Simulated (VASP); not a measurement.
# SiC20 in VASP: single point with LDA

Aim: the single point of SiC20 with LDA.

Program: VASP 6.6.1. These are calculated values, not measurements. Logs are shortened: lines on timing, memory, paths and dates and some standing lists are left out, and cuts for length are marked.

## Step 1: The cell of the first run

The cell holds a wire or tube with vacuum around it, 21 atoms: a = 8.468 Å, b = 8.869 Å, c = 20.239 Å, α = 90.00°, β = 90.00°, γ = 103.81°.

## Step 2: Single point, LDA

INCAR

```
PREC = Accurate
ENCUT = 520
EDIFF = 1E-6
ISMEAR = 0
SIGMA = 0.1
LREAL = Auto
LASPH = T
NELM = 100
ALGO = Normal
ISIF = 2
LWAVE = F
LCHARG = F
LDIPOL = T
IDIPOL = 3
DIPOL = 0.5 0.5 0.321
NBANDS = 58
```

KPOINTS

```
Automatic mesh
0
Gamma
  4 3 1
```

POSCAR

```
SiC20
1.0
    8.4678362259      0.0000000000      0.0000000000
   -2.1169590565      8.6125407578      0.0000000000
    0.0000000000      0.0000000000     20.2388522190
C Si
20 1
Direct
    0.0782985465      0.9798608525      0.1976396664
    0.5782985464      0.9798608525      0.1976396664
    0.4116318798      0.9798608525      0.1976396664
    0.9116318798      0.9798608525      0.1976396664
    0.3232637596      0.9597217051      0.2574185988
    0.8232637596      0.9597217051      0.2574185988
    0.1565970930      0.9597217051      0.2574185988
    0.6565970930      0.9597217051      0.2574185988
    0.0672158667      0.9395274142      0.3171015104
    0.5672158667      0.9395274142      0.3171015104
    0.4025481500      0.9395274607      0.3171013842
    0.9025481500      0.9395274607      0.3171013842
    0.3115631202      0.9192172007      0.3770359519
    0.8115631202      0.9192172007      0.3770359519
    0.1480469498      0.9192171170      0.3770361882
    0.6480469498      0.9192171170      0.3770361882
    0.0480834488      0.9006588100      0.4317859592
    0.5480834488      0.9006588100      0.4317859592
    0.4022483205      0.9006591698      0.4317856780
    0.9022483205      0.9006591698      0.4317856780
    0.1730834488      1.6506588100      0.4263323668
```

Potentials or basis: VASP PAW LDA potentials, release 64 (C, Si).

Command:

```sh
$ cat potpaw_LDA.64/C/POTCAR potpaw_LDA.64/Si/POTCAR > POTCAR
$ mpirun -np 1 vasp_std > vasp.out
```

OUTCAR:

```text
PREC = Accurate
   ENCUT = 520
   EDIFF = 1E-6
   ISMEAR = 0
   LREAL = Auto
   LASPH = T
   NELM = 100
   ISIF = 2

 ion  position               nearest neighbor table
   1  0.078  0.980  0.198-   7 1.41   4 1.41
   2  0.578  0.980  0.198-   8 1.41   3 1.41
   3  0.412  0.980  0.198-   5 1.41   2 1.41
   4  0.912  0.980  0.198-   6 1.41   1 1.41
   5  0.323  0.960  0.257-   3 1.41   7 1.41  11 1.41
   6  0.823  0.960  0.257-   4 1.41   8 1.41  12 1.41
   7  0.157  0.960  0.257-   1 1.41   5 1.41   9 1.41
   8  0.657  0.960  0.257-   2 1.41   6 1.41  10 1.41
   9  0.067  0.940  0.317-  12 1.39   7 1.41  15 1.43
  10  0.567  0.940  0.317-  11 1.39   8 1.41  16 1.43
  11  0.403  0.940  0.317-  10 1.39   5 1.41  13 1.43
  12  0.903  0.940  0.317-   9 1.39   6 1.41  14 1.43
  13  0.312  0.919  0.377-  19 1.38  15 1.38  11 1.43  21 2.59
  14  0.812  0.919  0.377-  20 1.38  16 1.38  12 1.43
  15  0.148  0.919  0.377-  17 1.38  13 1.38   9 1.43
  16  0.648  0.919  0.377-  18 1.38  14 1.38  10 1.43
  17  0.048  0.901  0.432-  20 1.23  15 1.38
  18  0.548  0.901  0.432-  19 1.23  16 1.38
  19  0.402  0.901  0.432-  18 1.23  13 1.38  21 2.58
  20  0.902  0.901  0.432-  17 1.23  14 1.38
  21  0.173  0.651  0.426-  19 2.58  13 2.59

  LATTYP: Found a simple monoclinic cell.
 ALAT       =     8.4678362259
 B/A-ratio  =     2.3900854574
 C/A-ratio  =     1.0473631062
 COS(beta)  =    -0.2386946786

  Lattice vectors:

 A1 = (   8.4678362259,   0.0000000000,   0.0000000000)
 A2 = (   0.0000000000,   0.0000000000, -20.2388522190)
 A3 = (  -2.1169590565,   8.6125407578,   0.0000000000)

Analysis of symmetry for initial positions (statically):
=====================================================================
 Subroutine PRICEL returns:
 Original cell was already a primitive cell.

 Routine SETGRP: Setting up the symmetry group for a
 simple monoclinic supercell.

 Subroutine GETGRP returns: Found  1 space group operations
 (whereof  1 operations were pure point group operations)
 out of a pool of  4 trial point group operations.

The static configuration has the point symmetry C_1 .

Analysis of symmetry for dynamics (positions and initial velocities):
=====================================================================
 Subroutine PRICEL returns:
 Original cell was already a primitive cell.

 Routine SETGRP: Setting up the symmetry group for a
 simple monoclinic supercell.

 Subroutine GETGRP returns: Found  1 space group operations
 (whereof  1 operations were pure point group operations)
 out of a pool of  4 trial point group operations.

The dynamic configuration has the point symmetry C_1 .

 Subroutine INISYM returns: Found  1 space group operations
 (whereof  1 operations are pure point group operations),
 and found     1 'primitive' translations

----------------------------------------------------------------------------------------

                                     Primitive cell

  volume of cell :    1476.0111

  direct lattice vectors                    reciprocal lattice vectors
     8.467836226  0.000000000  0.000000000     0.118093923  0.029027439  0.000000000
    -2.116959056  8.612540758  0.000000000     0.000000000  0.116109755  0.000000000
     0.000000000  0.000000000 20.238852219     0.000000000  0.000000000  0.049409917

  length of vectors
     8.467836226  8.868899253 20.238852219     0.121609074  0.116109755  0.049409917

  position of ions in fractional coordinates (direct lattice)
     0.078298547  0.979860853  0.197639666
     0.578298546  0.979860853  0.197639666
     0.411631880  0.979860853  0.197639666
     0.911631880  0.979860853  0.197639666
     0.323263760  0.959721705  0.257418599
     0.823263760  0.959721705  0.257418599
[... 13 lines left out ...]
     0.902248321  0.900659170  0.431785678
     0.173083449  0.650658810  0.426332367

  ion indices of the primitive-cell ions
   primitive index   ion index
                 1           1
                 2           2
                 3           3
                 4           4
                 5           5
                 6           6
[... 13 lines left out ...]
                20          20
                21          21

----------------------------------------------------------------------------------------

 KPOINTS: Automatic mesh

Automatic generation of k-mesh.
 Grid dimensions read from file:
 generate k-points for:    4    3    1

 Generating k-lattice:

  Cartesian coordinates                     Fractional coordinates (reciprocal lattice)
     0.029523481  0.007256860  0.000000000     0.250000000  0.000000000  0.000000000
     0.000000000  0.038703252  0.000000000     0.000000000  0.333333333  0.000000000
     0.000000000  0.000000000  0.049409917     0.000000000  0.000000000  1.000000000

  Length of vectors
     0.030402268  0.038703252  0.049409917

  Shift w.r.t. Gamma in fractional coordinates (k-lattice)
     0.000000000  0.000000000  0.000000000

 Subroutine IBZKPT returns following result:
 ===========================================

 Found      7 irreducible k-points:

 Following reciprocal coordinates:
            Coordinates               Weight
  0.000000  0.000000  0.000000      1.000000
  0.250000  0.000000  0.000000      2.000000
  0.500000  0.000000  0.000000      1.000000
  0.000000  0.333333  0.000000      2.000000
  0.250000  0.333333  0.000000      2.000000
  0.500000  0.333333  0.000000      2.000000
 -0.250000  0.333333  0.000000      2.000000
   k-points           NKPTS =      7   k-points in BZ     NKDIM =      7   number of bands    NBANDS=     58
   number of dos      NEDOS =    301   number of ions     NIONS =     21
   total plane-waves  NPLWV = 716800
   dimension x,y,z NGX =    64 NGY =   70 NGZ =  160
   dimension x,y,z NGXF=   128 NGYF=  140 NGZF=  320
   ions per type =              20   1
   NGX,Y,Z   is equivalent  to a cutoff of  12.56, 13.12, 13.14 a.u.
   NGXF,Y,Z  is equivalent  to a cutoff of  25.13, 26.24, 26.29 a.u.
 SYSTEM =  unknown system
   PREC   = accura    normal or accurate (medium, high low for compatibility)
   ISTART =      0    job   : 0-new  1-cont  2-samecut
   ICHARG =      2    charge: 1-file 2-atom 10-const
   ISPIN  =      1    spin polarized calculation?
   LNONCOLLINEAR =      F non collinear calculations
   LSORBIT =      F    spin-orbit coupling
   LASPH  =      T    aspherical Exc in radial PAW
   ENCUT  =  520.0 eV  38.22 Ry    6.18 a.u.  15.74 16.49 37.63*2*pi/ulx,y,z
   NELM   =    100;   NELMIN=  2; NELMDL= -5     # of ELM steps
   EDIFF  = 0.1E-05   stopping-criterion for ELM
   LREAL  =      T    real-space projection
   EDIFFG = 0.1E-04   stopping-criterion for IOM
   NSW    =      0    number of steps for IOM
   IBRION =     -1    ionic relax: 0-MD 1-quasi-New 2-CG
   NFREE  =      0    steps in history (QN), initial steepest desc. (CG)
   ISIF   =      2    stress and relaxation
   ISYM   =      2    0-nonsym 1-usesym 2-fastsym
   POTIM  = 0.5000    time-step for ionic-motion
   TEBEG  =    0.0;   TEEND  =   0.0 temperature during run
   PSTRESS=    0.0 pullay stress
   NELECT =      84.0000    total number of electrons
   NUPDOWN=      -1.0000    fix difference up-down
   EMIN   =  10.00;   EMAX   =-10.00  energy-range for DOS
   EFERMI =   0.00;   METHOD = LEGACY
   ISMEAR =     0;   SIGMA  =   0.10  broadening in eV -4-tet -1-fermi 0-gaus
   EFERMI_NEDOS =   21; number of points for ismear=-14 and -15
   IALGO  =     38    algorithm
   IMIX   =      4    mixing-type and parameters
     AMIX     =   0.40;   BMIX     =  1.00
     AMIX_MAG =   1.60;   BMIX_MAG =  1.00
  volume/ion in A,a.u.               =      70.29       474.31
  Fermi-wavevector in a.u.,A,eV,Ry     =   0.629706  1.189972  5.395119  0.396530
  Thomas-Fermi vector in A             =   1.692088
   LORBIT       =      0    0 simple, 1 ext, 2 COOP (PROOUT), +10 PAW based schemes
   GGA     = CA    functional components
   LHFCALC =     F    Hartree Fock is set to
   AEXX    =    0.0000 exact exchange contribution
   IVDW    =     0    specifies the selected vdW correction
   LEPSILON=     F    determine dielectric tensor
   LRPA    =     F    only Hartree local field effects (RPA)
 non-spin polarized calculation
 Gauss-broadening in eV      SIGMA  =   0.10
  energy-cutoff  :      520.00
  volume of cell :     1476.01
 maximum number of plane-waves:     39759
 NGX is ok and might be reduce to    64
   NGX = 31   NGY = 33   NGZ = 75

 dipolmoment           0.000000      0.000000      0.000004 electrons x Angstroem

 number of electron      83.9999996 magnetization

 dipolmoment           0.000000      0.000000     -0.471552 electrons x Angstroem

 Free energy of the ion-electron system (eV)
  ---------------------------------------------------
  ext. energy  EPLUGINS =         0.00000000
  ---------------------------------------------------
  free energy    TOTEN  =      -183.66244979 eV

  energy without entropy =     -183.64180643  energy(sigma->0) =     -183.65212811

 E-fermi :  -4.0543     XC(G=0):  -2.2397

 val. band max:       -4.1171135387   @ k =   0.5000   0.3333   0.0000
 cond. band min:      -3.9827693294   @ k =   0.0000   0.3333   0.0000
 fundamental gap:      0.1343442093
 Fermi energy:        -4.0543148922

 k-point     1 :       0.0000    0.0000    0.0000
  band No.  band energies     occupation
      1     -22.9957      2.00000
      2     -21.6720      2.00000
      3     -21.4246      2.00000
      4     -21.0560      2.00000
      5     -19.8729      2.00000
      6     -19.4533      2.00000
[... 46 lines left out ...]
     53      -0.1355      0.00000
     54      -0.1029      0.00000

 k-point     2 :       0.2500    0.0000    0.0000
  band No.  band energies     occupation
      1     -22.9095      2.00000
      2     -22.1681      2.00000
      3     -21.0146      2.00000
      4     -20.7462      2.00000
      5     -20.2523      2.00000
      6     -18.9056      2.00000
[... 277 lines left out ...]
 k-point     7 :      -0.2500    0.3333    0.0000
  band No.  band energies     occupation
      1     -22.9095      2.00000
      2     -22.1681      2.00000
      3     -21.0146      2.00000
      4     -20.7462      2.00000
      5     -20.2523      2.00000
      6     -18.9056      2.00000
[... 46 lines left out ...]
     53      -0.2883      0.00000
     54       0.2587      0.00000
 [bands above 54 left out]

------------------------ aborting loop because EDIFF is reached ----------------------------------------

 vacuum level on the upper side and lower side of the slab       (xc-potential included)        -0.607         0.537

  FORCE on cell =-STRESS in cart. coord.  units (eV):
  Direction    XX          YY          ZZ          XY          YZ          ZX
  --------------------------------------------------------------------------------------
  -------------------------------------------------------------------------------------
  Total        0.0451757     -6.5711318      0.6047393     -0.1813262     -0.1388559      0.1628348
  in kB        0.0490373     -7.1328179      0.6564311     -0.1968256     -0.1507250      0.1767535
  external PRESSURE =      -2.1424499 kB  Pullay stress =       0.0000000 kB

 VOLUME and BASIS-vectors are now :
 -----------------------------------------------------------------------------
  energy-cutoff  :      520.00
  volume of cell :     1476.01
      direct lattice vectors                 reciprocal lattice vectors
     8.467836226  0.000000000  0.000000000     0.118093923  0.029027439  0.000000000
    -2.116959056  8.612540758  0.000000000     0.000000000  0.116109755  0.000000000
     0.000000000  0.000000000 20.238852219     0.000000000  0.000000000  0.049409917

 POSITION                                       TOTAL-FORCE (eV/Angst)
 -----------------------------------------------------------------------------------
     -1.41131      8.43909      4.00000        -6.760425     -0.228521      1.015927
      2.82261      8.43909      4.00000        -6.846401     -0.090908      1.037099
      1.41131      8.43909      4.00000         6.743441     -0.222839      1.020104
      5.64522      8.43909      4.00000         6.845910     -0.086720      1.043091
      0.70565      8.26564      5.20986        -0.238194      0.237507     -1.092123
      4.93957      8.26564      5.20986        -0.357420      0.166764     -1.115728
[... 13 lines left out ...]
      5.73343      7.75696      8.73885        -1.871787     -0.116319      0.279596
      0.08822      5.60383      8.62848         0.067479      2.968421     -0.001907
 -----------------------------------------------------------------------------------
    total drift:                                0.006417      0.001668     -0.025711

  FREE ENERGIE OF THE ION-ELECTRON SYSTEM (eV)
  ---------------------------------------------------
  free  energy   TOTEN  =      -183.6624497941 eV

  energy  without entropy=     -183.6418064288  energy(sigma->0) =     -183.65212811

 vacuum level on the upper side and lower side of the slab         0.835         2.006
```

Wall time 46 min (1 thread of Intel Xeon 8259CL, shared host); peak memory 1 GiB.

What came out:

- Free energy: -183.6624 eV
- Largest force: 6.925 eV/Å
- Band gap on the k mesh: 0.13 eV (least direct gap 0.31 eV)

Forces on the atoms (eV/Å):
```
C   -6.760 -0.229  1.016
C   -6.846 -0.091  1.037
C    6.743 -0.223  1.020
C    6.846 -0.087  1.043
C   -0.238  0.238 -1.092
C   -0.357  0.167 -1.116
C    0.249  0.229 -1.066
C    0.341  0.160 -1.114
C    0.023  0.096 -0.399
C   -0.111 -0.095 -0.236
C   -0.001  0.109 -0.422
C    0.101 -0.097 -0.189
C    0.032 -0.131 -1.048
C   -0.124  0.143  0.096
C   -0.064 -0.163 -0.881
C    0.088  0.127  0.102
C    2.019 -1.286  1.282
C    2.273 -0.088  0.253
C   -2.408 -1.632  1.435
C   -1.872 -0.116  0.280
Si   0.067  2.968 -0.002
```

Levels at points of the mesh, in eV from the valence-band top:
```csv
k point,band 40,band 41,band 42,band 43,band 44,band 45
"(0.00, 0.00, 0.00)",-0.99,-0.47,-0.17,0.13,0.24,0.80
"(0.50, 0.00, 0.00)",-1.31,-1.30,0.00,0.34,0.64,0.72
```

Caveat: semilocal functionals underestimate gaps, and a narrow one can read as zero.
